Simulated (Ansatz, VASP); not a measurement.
**SbP: VASP beside Ansatz**

```xyz
2
Lattice="3.7334 0.0000 0.0000 -1.8667 3.2332 0.0000 0.0000 0.0000 26.8369" Properties=species:S:1:pos:R:3 pbc="T T T"
Sb    1.8667    1.0777    8.7167
P     0.0000    2.1555    7.2833
```

Alike in both runs: functional PBE; k mesh 12 × 12 × 1; occupations gaussian, width 0.02 eV; no spin polarisation.

Ansatz relaxed the structure, and its values are those at the end. VASP's run is a single point on that final structure, the one shown.

|  | VASP | Ansatz |
| --- | --- | --- |
| version | VASP 6.6.1 | Ansatz 0.2.0 |
| potentials or method | VASP PAW PBE potentials, release 64 (Sb, P), cutoff 520 eV | scalar-relativistic, plane waves, PAW |
| valence electrons in the cell | 10 | 20 |

```csv
,VASP,Ansatz,Ansatz less VASP
gap on the k mesh at the Fermi level (eV),1.75,1.74,-0.008
least direct gap on the mesh (eV),2.09,2.11,+0.011
rms of the force components (eV/Å),0.028,0.000,-0.0278
```

The functional is the same, so the differences come from potentials, cutoffs and numerics. VASP's potentials hold 10 valence electrons a cell and Ansatz's 20, so a difference there can come from the potentials and not from the codes.

Spin-orbit coupling is off throughout.
